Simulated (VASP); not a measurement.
Write the native input for VASP 6.6.1 that does the following.

```yaml
Task: electric field gradients
Functional: PBE
Potentials_or_basis: VASP PAW PBE potentials, release 64 (Ba_sv, Zr_sv, O)
Cutoff: 520 eV
k_mesh: 3 × 3 × 3
Occupations: gaussian, width 0.01 eV
Spin: no spin polarisation
Dipole_correction: no
Further_INCAR_settings: LREAL = Auto; ALGO = Normal; EDIFF = 1e-08; NBANDS = 96
```

The structure of BaZrO3 lies in POSCAR:

```
BaZrO3
1.0
   -4.1913400000      4.1913400000      4.1913400000
    4.1913400000     -4.1913400000      4.1913400000
    4.1913400000      4.1913400000     -4.1913400000
Ba Zr O
4 4 12
Direct
    0.0000000000      0.0000000000      0.0000000000
    0.5000000000      0.5000000000      0.0000000000
    0.5000000000      0.0000000000      0.5000000000
    0.0000000000      0.5000000000      0.5000000000
    0.5000000000      0.5000000000      0.5000000000
    0.0000000000      0.0000000000      0.5000000000
    0.0000000000      0.5000000000      0.0000000000
    0.5000000000      0.0000000000      0.0000000000
    0.5000000000      0.2500000000      0.2500000000
    0.0000000000      0.7500000000      0.2500000000
    0.0000000000      0.2500000000      0.7500000000
    0.5000000000      0.7500000000      0.7500000000
    0.2500000000      0.5000000000      0.2500000000
    0.7500000000      0.0000000000      0.2500000000
    0.7500000000      0.5000000000      0.7500000000
    0.2500000000      0.0000000000      0.7500000000
    0.2500000000      0.2500000000      0.5000000000
    0.7500000000      0.7500000000      0.5000000000
    0.7500000000      0.2500000000      0.0000000000
    0.2500000000      0.7500000000      0.0000000000
```

One way to write it, as run:

INCAR

```
PREC = Accurate
ENCUT = 520
EDIFF = 1E-8
ISMEAR = 0
SIGMA = 0.01
LREAL = Auto
LASPH = True
NELM = 100
ALGO = Normal
ISIF = 2
LWAVE = False
LCHARG = False
GGA = PE
LEFG = True
NBANDS = 96
```

KPOINTS

```
regular mesh
0
Gamma
  3 3 3
```

Potentials or basis: VASP PAW PBE potentials, release 64 (Ba_sv, Zr_sv, O).

Run with:

```console
$ cat potpaw_PBE.64/Ba_sv/POTCAR potpaw_PBE.64/Zr_sv/POTCAR potpaw_PBE.64/O/POTCAR > POTCAR
$ mpirun -np 1 vasp_std > vasp.out
```

Results of the run:

| Item | Value |
| --- | --- |
| Pressure | 5.1 GPa |
| Band gap on the k mesh | 3.21 eV |
| Largest electric field gradient by atom | Ba -0.0; Zr -0.0; O -14.9 V/Å² |

Caveat: the cell stands under pressure; without QUAD_EFG the Cq values of the log hold for a quadrupole moment of 1 mb, not for the nuclei; spin-orbit coupling is left out, which moves the levels of the heavy elements; an odd mesh through Γ misses points on the zone boundary, where band edges can lie.

Wall time 4.4 min on 1 thread of Intel(R) Xeon(R) Platinum 8488C (Sapphire Rapids) (shared host), peak memory 0.42 GiB.
